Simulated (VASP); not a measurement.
Write the native input for VASP 6.6.1 that does the following.

| Quantity | Value |
| --- | --- |
| Task | single point |
| Functional | revPBE |
| Potentials or basis | VASP PAW PBE potentials, release 64 (Ti_sv, Pt) |
| Cutoff | 520 eV |
| k mesh | 6 × 6 × 6 |
| Occupations | fermi-dirac, width 0.3 eV |
| Spin | no spin polarisation |
| Dipole correction | no |
| Further INCAR settings | ALGO = Normal; EDIFF = 1e-07; NBANDS = 29 |

The structure of TiPt3 lies in POSCAR:

```
TiPt3
1.0
    3.8708448495      0.0000000000      0.0000000000
    0.0000000000      3.8708448495      0.0000000000
    0.0000000000      0.0000000000      3.8708448495
Ti Pt
1 3
Direct
    0.0000000000      0.0000000000      0.0000000000
    0.0000000000      0.5000000000      0.5000000000
    0.5000000000      0.0000000000      0.5000000000
    0.5000000000      0.5000000000      0.0000000000
```

These files were run (other wordings do the same):

INCAR

```
SYSTEM = TiPt3
ALGO     = Normal         ! electronic algorithm
EDIFF    = 1E-7           ! SCF threshold, eV
ENCUT    = 520            ! plane-wave cutoff, eV
GGA      = RE             ! functional
ISIF     = 2              ! what is computed and relaxed
ISMEAR   = -1             ! smearing method
LASPH    = .TRUE.         ! aspherical terms in the spheres
LCHARG   = .FALSE.        ! write CHGCAR
LREAL    = .FALSE.        ! projectors in reciprocal space
LWAVE    = .FALSE.        ! write WAVECAR
NBANDS   = 29             ! bands
NELM     = 60             ! most SCF steps
PREC     = Accurate       ! precision mode
SIGMA    = 0.3            ! smearing width, eV
```

KPOINTS

```
k-points
0
G
  6 6 6
  0 0 0
```

Potentials or basis: VASP PAW PBE potentials, release 64 (Ti_sv, Pt).

Command:

```bash
$ cat potpaw_PBE.64/Ti_sv/POTCAR potpaw_PBE.64/Pt/POTCAR > POTCAR
$ mpirun -np 1 vasp_std > vasp.out
```

Results of the run:

```yaml
Pressure: 19.7 GPa
Band_gap_on_the_k_mesh: zero (band 21 reaches 13.89 eV, above the bottom of band 22 at 11.80 eV)
```

Caveat: the PAW data sets were made with another functional, which shifts forces and pressure a little; spin-orbit coupling is left out, which moves the levels of the heavy elements.

It took 40 s on 1 thread of Intel(R) Xeon(R) Platinum 8259CL CPU @ 2.50GHz (Skylake/Cascade Lake), on a shared host, peak memory 0.18 GiB.
